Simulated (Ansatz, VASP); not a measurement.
## One calculation of PbF2, two programs

```
CELL_PARAMETERS angstrom
0.00000 2.88075 2.96985
2.88075 0.00000 2.96985
2.88075 2.88075 0.00000
ATOMIC_POSITIONS crystal
Pb 0.00000 0.00000 0.00000
F 0.25000 0.25000 0.25000
F 0.75000 0.75000 0.75000
```

Change from the starting cell: strain -0.030 along x and y, +0.000 along z, atoms carried along.

Alike in both runs: task single point; functional PBE; dispersion D3(BJ); k mesh 8 × 8 × 8; occupations gaussian, width 0.05 eV; no spin polarisation.

|  | VASP | Ansatz |
| --- | --- | --- |
| version | VASP 6.6.1 | Ansatz 0.2.0 |
| potentials or method | VASP PAW PBE potentials, release 64 (Pb_d, F), cutoff 520 eV | scalar-relativistic, plane waves, PAW |
| valence electrons in the cell | 28 | 28 |

Ansatz gave:

```
gap on the k mesh at the Fermi level (eV)                     : 4.33
least direct gap on the mesh (eV)                             : 4.51
pressure (GPa)                                                : 6.0
traceless stress, the component that is largest in VASP (GPa) : -1.00
```

Q: What did VASP give for the same quantities?

A: gap on the k mesh at the Fermi level (eV): 4.33; least direct gap on the mesh (eV): 4.51; pressure (GPa): 5.8; traceless stress, the component that is largest in VASP (GPa): -1.00.

Neither program's run includes spin-orbit coupling.
